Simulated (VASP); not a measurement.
# In3SbAs2: single point with PBE

In3SbAs2:

```
As In Sb
1.0
    -2.28601    6.85486    3.22554
     2.28601   -6.85486    3.22554
     2.28601    6.85486   -3.22554
As In Sb
2 3 1
Direct
  0.33264 0.00077 0.33188
  0.66889 0.00077 0.66812
  0.56474 0.73949 0.82525
  0.91424 0.73949 0.17475
  0.27144 0.77144 0.50000
  0.99805 0.99805 0.00000
```

```yaml
Program: VASP 6.6.1
Task: single point
Functional: PBE
Potentials_or_basis: VASP PAW PBE potentials, release 64 (As, In_d, Sb)
Cutoff: 520 eV
k_mesh: 6 × 6 × 6
Occupations: fermi-dirac, width 0.02 eV
Spin: no spin polarisation
Dipole_correction: no
Further_INCAR_settings: ALGO = Normal; EDIFF = 1e-06; NBANDS = 36
```

| Property | Result |
| --- | --- |
| Pressure | -2.2 GPa |
| Largest force | 0.039 eV/Å |
| Band gap on the k mesh | 0.03 eV (least direct gap 0.10 eV) |

Forces on the atoms (eV/Å):
```
As   0.000 -0.003 -0.022
As   0.000  0.003 -0.022
In   0.000  0.006  0.021
In   0.000 -0.006  0.021
In   0.000  0.000 -0.037
Sb   0.000  0.000  0.039
```

Levels at points of the mesh, in eV from the valence-band top:
| k point | band 23 | band 24 | band 25 | band 26 | band 27 | band 28 | band 29 | band 30 | band 31 | band 32 |
| --- | --- | --- | --- | --- | --- | --- | --- | --- | --- | --- |
| (0.00, 0.00, 0.00) | -1.69 | -1.31 | -0.96 | -0.08 | -0.08 | 0.03 | 1.72 | 2.28 | 3.45 | 3.46 |
| (0.50, 0.00, 0.00) | -1.38 | -1.29 | -1.25 | -0.86 | -0.56 | 0.45 | 1.73 | 2.02 | 2.90 | 3.19 |
| (0.00, 0.50, 0.00) | -2.61 | -1.84 | -1.69 | -0.87 | -0.87 | 0.48 | 2.70 | 2.71 | 3.69 | 3.98 |
| (0.50, 0.50, 0.00) | -2.31 | -1.97 | -1.95 | -1.58 | -1.34 | 1.58 | 1.69 | 2.52 | 2.65 | 3.08 |
| (0.50, 0.50, 0.50) | -1.98 | -1.50 | -1.45 | -0.69 | -0.14 | 1.32 | 1.39 | 1.65 | 2.05 | 3.56 |

Run time: 7.8 min on 1 thread of Intel(R) Xeon(R) Platinum 8259CL CPU @ 2.50GHz (Skylake/Cascade Lake), with other jobs on the host, peak memory 0.69 GiB.

Caveat: spin-orbit coupling is left out, which moves the levels of the heavy elements. A k mesh can miss the band edges.
